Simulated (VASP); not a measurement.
# SnO (F-43m) in VASP: further runs, part 2 of 2

VASP 6.6.1.

### 5 Single point, r2SCAN (strain -5.0%)

POSCAR reads:

```
SnO
1.0
    0.0000000000      2.5728039943      2.5728039943
    2.5728039943      0.0000000000      2.5728039943
    2.5728039943      2.5728039943      0.0000000000
Sn O
1 1
Direct
    0.0000000000      0.0000000000      0.0000000000
    0.2500000000      0.2500000000      0.2500000000
```

INCAR.step1 reads:

```
PREC     = Accurate       # precision mode
ENCUT    = 520            # plane-wave cutoff, eV
ISMEAR   = -1             # smearing method
SIGMA    = 0.02           # smearing width, eV
LREAL    = F              # projectors in reciprocal space
LASPH    = T              # aspherical terms in the spheres
NELM     = 80             # most SCF steps
NBANDS   = 17             # bands
GGA      = PE             # functional
ALGO     = Normal         # electronic algorithm
EDIFF    = 1E-4           # SCF threshold, eV
LWAVE    = T              # write WAVECAR
LCHARG   = F              # write CHGCAR
```

INCAR.step2 reads:

```
PREC     = Accurate       # precision mode
ENCUT    = 520            # plane-wave cutoff, eV
EDIFF    = 1E-6           # SCF threshold, eV
ISMEAR   = -1             # smearing method
SIGMA    = 0.02           # smearing width, eV
LREAL    = F              # projectors in reciprocal space
LASPH    = T              # aspherical terms in the spheres
NELM     = 80             # most SCF steps
ALGO     = Normal         # electronic algorithm
ISIF     = 2              # what is computed and relaxed
LWAVE    = F              # write WAVECAR
LCHARG   = F              # write CHGCAR
METAGGA  = R2SCAN         # meta-GGA
LMIXTAU  = T            
NBANDS   = 17             # bands
ISTART   = 1
```

KPOINTS reads:

```
Automatic mesh
0
Gamma
  8 8 8
```

Potentials or basis: VASP PAW PBE potentials, release 64 (Sn_d, O).

The run is started by

```sh
> cat potpaw_PBE.64/Sn_d/POTCAR potpaw_PBE.64/O/POTCAR > POTCAR
> cp INCAR.step1 INCAR
> mpirun -np 1 vasp_std > vasp.out
> cp INCAR.step2 INCAR
> mpirun -np 1 vasp_std > vasp.out
```

OUTCAR:

```text
PREC = Accurate
   ENCUT = 520
   EDIFF = 1E-6
   ISMEAR = -1
   LREAL = F
   LASPH = T
   NELM = 80
   ISIF = 2
   METAGGA = R2SCAN
   ISTART = 1

 ion  position               nearest neighbor table
   1  0.000  0.000  0.000-   2 2.23   2 2.23   2 2.23   2 2.23
   2  0.250  0.250  0.250-   1 2.23   1 2.23   1 2.23   1 2.23

  LATTYP: Found a face centered cubic cell.
 ALAT       =     5.1456079886

  Lattice vectors:

 A1 = (   0.0000000000,   2.5728039943,   2.5728039943)
 A2 = (   2.5728039943,   0.0000000000,   2.5728039943)
 A3 = (   2.5728039943,   2.5728039943,   0.0000000000)

Analysis of symmetry for initial positions (statically):
=====================================================================
 Subroutine PRICEL returns:
 Original cell was already a primitive cell.

 Routine SETGRP: Setting up the symmetry group for a
 face centered cubic supercell.

 Subroutine GETGRP returns: Found 24 space group operations
 (whereof 24 operations were pure point group operations)
 out of a pool of 48 trial point group operations.

The static configuration has the point symmetry T_d .

Analysis of symmetry for dynamics (positions and initial velocities):
=====================================================================
 Subroutine PRICEL returns:
 Original cell was already a primitive cell.

 Routine SETGRP: Setting up the symmetry group for a
 face centered cubic supercell.

 Subroutine GETGRP returns: Found 24 space group operations
 (whereof 24 operations were pure point group operations)
 out of a pool of 48 trial point group operations.

The dynamic configuration has the point symmetry T_d .

 Subroutine INISYM returns: Found 24 space group operations
 (whereof 24 operations are pure point group operations),
 and found     1 'primitive' translations

----------------------------------------------------------------------------------------

                                     Primitive cell

  volume of cell :      34.0604

  direct lattice vectors                    reciprocal lattice vectors
     0.000000000  2.572803994  2.572803994    -0.194340494  0.194340494  0.194340494
     2.572803994  0.000000000  2.572803994     0.194340494 -0.194340494  0.194340494
     2.572803994  2.572803994  0.000000000     0.194340494  0.194340494 -0.194340494

  length of vectors
     3.638494302  3.638494302  3.638494302     0.336607610  0.336607610  0.336607610

  position of ions in fractional coordinates (direct lattice)
     0.000000000  0.000000000  0.000000000
     0.250000000  0.250000000  0.250000000

  ion indices of the primitive-cell ions
   primitive index   ion index
                 1           1
                 2           2

----------------------------------------------------------------------------------------

 KPOINTS: Automatic mesh

Automatic generation of k-mesh.
 Grid dimensions read from file:
 generate k-points for:    8    8    8

 Generating k-lattice:

  Cartesian coordinates                     Fractional coordinates (reciprocal lattice)
    -0.024292562  0.024292562  0.024292562     0.125000000  0.000000000  0.000000000
     0.024292562 -0.024292562  0.024292562     0.000000000  0.125000000  0.000000000
     0.024292562  0.024292562 -0.024292562     0.000000000  0.000000000  0.125000000

  Length of vectors
     0.042075951  0.042075951  0.042075951

  Shift w.r.t. Gamma in fractional coordinates (k-lattice)
     0.000000000  0.000000000  0.000000000

 Subroutine IBZKPT returns following result:
 ===========================================

 Found     29 irreducible k-points:

 Following reciprocal coordinates:
            Coordinates               Weight
  0.000000  0.000000  0.000000      1.000000
  0.125000  0.000000  0.000000      8.000000
  0.250000  0.000000  0.000000      8.000000
  0.375000  0.000000  0.000000      8.000000
  0.500000  0.000000  0.000000      4.000000
  0.125000  0.125000  0.000000      6.000000
[... 16 lines left out ...]
  0.500000  0.250000  0.125000     48.000000
 -0.375000  0.250000  0.125000     24.000000
 [... further k-points ...]
   k-points           NKPTS =     29   k-points in BZ     NKDIM =     29   number of bands    NBANDS=     17
   number of dos      NEDOS =    301   number of ions     NIONS =      2
   total plane-waves  NPLWV =  21952
   dimension x,y,z NGX =    28 NGY =   28 NGZ =   28
   dimension x,y,z NGXF=    56 NGYF=   56 NGZF=   56
   ions per type =               1   1
   NGX,Y,Z   is equivalent  to a cutoff of  12.79, 12.79, 12.79 a.u.
   NGXF,Y,Z  is equivalent  to a cutoff of  25.59, 25.59, 25.59 a.u.
 SYSTEM =  unknown system
   PREC   = accura    normal or accurate (medium, high low for compatibility)
   ISTART =      1    job   : 0-new  1-cont  2-samecut
   ICHARG =      0    charge: 1-file 2-atom 10-const
   ISPIN  =      1    spin polarized calculation?
   LNONCOLLINEAR =      F non collinear calculations
   LSORBIT =      F    spin-orbit coupling
   LASPH  =      T    aspherical Exc in radial PAW
   ENCUT  =  520.0 eV  38.22 Ry    6.18 a.u.   6.77  6.77  6.77*2*pi/ulx,y,z
   NELM   =     80;   NELMIN=  2; NELMDL=  0     # of ELM steps
   EDIFF  = 0.1E-05   stopping-criterion for ELM
   LREAL  =      F    real-space projection
   EDIFFG = 0.1E-04   stopping-criterion for IOM
   NSW    =      0    number of steps for IOM
   IBRION =     -1    ionic relax: 0-MD 1-quasi-New 2-CG
   NFREE  =      0    steps in history (QN), initial steepest desc. (CG)
   ISIF   =      2    stress and relaxation
   ISYM   =      2    0-nonsym 1-usesym 2-fastsym
   POTIM  = 0.5000    time-step for ionic-motion
   TEBEG  =    0.0;   TEEND  =   0.0 temperature during run
   PSTRESS=    0.0 pullay stress
   NELECT =      20.0000    total number of electrons
   NUPDOWN=      -1.0000    fix difference up-down
   EMIN   =  10.00;   EMAX   =-10.00  energy-range for DOS
   EFERMI =   0.00;   METHOD = LEGACY
   ISMEAR =    -1;   SIGMA  =   0.02  broadening in eV -4-tet -1-fermi 0-gaus
   EFERMI_NEDOS =   21; number of points for ismear=-14 and -15
   IALGO  =     38    algorithm
   IMIX   =      4    mixing-type and parameters
     AMIX     =   0.40;   BMIX     =  1.00
     AMIX_MAG =   1.60;   BMIX_MAG =  1.00
  volume/ion in A,a.u.               =      17.03       114.93
  Fermi-wavevector in a.u.,A,eV,Ry     =   1.370886  2.590600 25.569830  1.879329
  Thomas-Fermi vector in A             =   2.496633
   LORBIT       =      0    0 simple, 1 ext, 2 COOP (PROOUT), +10 PAW based schemes
   METAGGA = R2SCAN    functional components
   LHFCALC =     F    Hartree Fock is set to
   AEXX    =    0.0000 exact exchange contribution
   IVDW    =     0    specifies the selected vdW correction
   LEPSILON=     F    determine dielectric tensor
   LRPA    =     F    only Hartree local field effects (RPA)
 non-spin polarized calculation
  energy-cutoff  :      520.00
  volume of cell :       34.06
 maximum number of plane-waves:       941
   NGX = 13   NGY = 13   NGZ = 13

 number of electron      19.9999994 magnetization

 Free energy of the ion-electron system (eV)
  ---------------------------------------------------
  ext. energy  EPLUGINS =         0.00000000
  ---------------------------------------------------
  free energy    TOTEN  =       -31.98360356 eV

  energy without entropy =      -31.98301742  energy(sigma->0) =      -31.98331049

 E-fermi :   8.3692     XC(G=0): -11.1643

 val. band max:        8.2975291258   @ k =   0.5000   0.5000   0.0000
 cond. band min:       8.3908729827   @ k =  -0.3750   0.5000   0.1250
 fundamental gap:      0.0933438569
 Fermi energy:         8.3691843217

 k-point     1 :       0.0000    0.0000    0.0000
  band No.  band energies     occupation
      1     -14.8057      2.00000
      2     -14.8057      2.00000
      3     -14.8057      2.00000
      4     -14.6959      2.00000
      5     -14.6959      2.00000
      6     -13.6181      2.00000
[... 9 lines left out ...]
     16      20.4085      0.00000
     17      20.4085      0.00000
[... 441 lines left out ...]
 k-point    24 :      -0.3750    0.2500    0.1250
  band No.  band energies     occupation
      1     -15.2845      2.00000
      2     -14.7661      2.00000
      3     -14.7356      2.00000
      4     -14.6920      2.00000
      5     -14.6718      2.00000
      6     -12.2951      2.00000
[... 9 lines left out ...]
     16      22.0532      0.00000
     17      23.8588      0.00000

 [... further k-points ...]

------------------------ aborting loop because EDIFF is reached ----------------------------------------

  FORCE on cell =-STRESS in cart. coord.  units (eV):
  Direction    XX          YY          ZZ          XY          YZ          ZX
  --------------------------------------------------------------------------------------
  -------------------------------------------------------------------------------------
  Total        2.8541292      2.8541292      2.8541292     -0.0000000      0.0000000     -0.0000000
  in kB      134.2561247    134.2561247    134.2561247     -0.0000000      0.0000000     -0.0000000
  external PRESSURE =     134.2561247 kB  Pullay stress =       0.0000000 kB

 VOLUME and BASIS-vectors are now :
 -----------------------------------------------------------------------------
  energy-cutoff  :      520.00
  volume of cell :       34.06
      direct lattice vectors                 reciprocal lattice vectors
     0.000000000  2.572803994  2.572803994    -0.194340494  0.194340494  0.194340494
     2.572803994  0.000000000  2.572803994     0.194340494 -0.194340494  0.194340494
     2.572803994  2.572803994  0.000000000     0.194340494  0.194340494 -0.194340494

 POSITION                                       TOTAL-FORCE (eV/Angst)
 -----------------------------------------------------------------------------------
      0.00000      0.00000      0.00000         0.000000     -0.000000     -0.000000
      1.28640      1.28640      1.28640        -0.000000      0.000000      0.000000
 -----------------------------------------------------------------------------------
    total drift:                                0.000003      0.000003      0.000004

  FREE ENERGIE OF THE ION-ELECTRON SYSTEM (eV)
  ---------------------------------------------------
  free  energy   TOTEN  =       -31.9836035641 eV

  energy  without entropy=      -31.9830174247  energy(sigma->0) =      -31.98331049
```

Run time: 62 s. Hardware: 1 thread of AMD EPYC 7R13 (Zen 3), shared host; peak memory 0.14 GiB.

Results:

* Free energy: -31.9836 eV
* Pressure: 13.4 GPa
* Band gap on the k mesh: zero (bands 10 and 11 overlap by 0.18 eV)

Caveat: the cell differs from its parent crystal (strain -5.0%); the cell stands under pressure; the structure was generated, so it needn't be the stable form of SnO; semilocal functionals underestimate gaps, and a narrow one can read as zero; the PAW data sets were made with another functional, which shifts forces and pressure a little; spin-orbit coupling is left out, which moves the levels of the heavy elements.

### 6 The runs side by side

```tsv
level	cell	gap on the mesh (eV)	pressure (GPa)
PBE	a = 3.638 Å, angles 60.0°, 2 atoms	none	15.9
PBE	a = 3.830 Å, angles 60.0°, 2 atoms	none	2.5
PBE	a = 3.849 Å, angles 60.0°, 2 atoms	none	1.5
r2SCAN	a = 3.638 Å, angles 60.0°, 2 atoms	none	13.4
```

Alike in all rows: task single point; potentials or basis VASP PAW PBE potentials, release 64 (Sn_d, O); no spin polarisation; k mesh 8 × 8 × 8; cutoff (eV) 520; smearing fermi-dirac 0.02 eV.

Caveats: the structure was generated, so it needn't be the stable form of SnO; semilocal functionals underestimate gaps, and a narrow one can read as zero; spin-orbit coupling is left out, which moves the levels of the heavy elements; the cell stands under pressure (at least some runs); the PAW data sets were made with another functional, which shifts forces and pressure a little (at least some runs).

Total energies depend on the potentials used, so only differences within one code and one set of settings carry meaning.

The gap in the log of VASP goes by the Fermi energy; the results here count the filled bands.